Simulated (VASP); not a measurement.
Set up this calculation in VASP 6.6.1, as the native input.

```
Task                   : single point
Functional             : PBE
Potentials or basis    : VASP PAW PBE potentials, release 64 (Y_sv, W_sv, C)
Cutoff                 : 520 eV
k mesh                 : 12 × 12 × 10
Occupations            : gaussian, width 0.1 eV
Spin                   : no spin polarisation
Dipole correction      : no
Further INCAR settings : ALGO = Fast; EDIFF = 1e-06; NBANDS = 33
```

The structure of Y2WC3 lies in POSCAR:

```
Y2WC3
1.0
    5.6922642498      0.0000000000      0.0000000000
   -2.8461321249      4.9296454454      0.0000000000
    0.0000000000      0.0000000000      3.5106669770
Y W C
2 1 3
Direct
    0.6666666667      0.3333333333      0.0000000000
    0.3333333333      0.6666666667      0.0000000000
    0.0000000000      0.0000000000      0.0000000000
    0.5000000000      0.0000000000      0.5000000000
    0.5000000000      0.5000000000      0.5000000000
    0.0000000000      0.5000000000      0.5000000000
```

The cell was built from a structure type or drawn by symmetry, and may not be a known phase.

The input as run:

INCAR

```
SYSTEM = Y2WC3
ALGO = Fast
EDIFF = 1E-6
ENCUT = 520
GGA = PE
ISIF = 2
ISMEAR = 0
LASPH = .True.
LCHARG = .False.
LREAL = .False.
LWAVE = .False.
NBANDS = 33
NELM = 100
PREC = Accurate
SIGMA = 0.1
```

KPOINTS

```
k-points
0
Gamma
  12 12 10
  0 0 0
```

Potentials or basis: VASP PAW PBE potentials, release 64 (Y_sv, W_sv, C).

Command:

```sh
$ cat potpaw_PBE.64/Y_sv/POTCAR potpaw_PBE.64/W_sv/POTCAR potpaw_PBE.64/C/POTCAR > POTCAR
$ mpirun -np 1 vasp_std > vasp.out
```

It gave:

| Item | Value |
| --- | --- |
| Pressure | -0.1 GPa |
| Band gap on the k mesh | zero (bands 24 and 25 overlap by 0.93 eV) |

Caveat: spin-orbit coupling is left out, which moves the levels of the heavy elements.

Wall time 6.6 min on 1 thread of Intel(R) Xeon(R) Platinum 8559C (Emerald Rapids), on a shared host, peak memory 0.51 GiB.
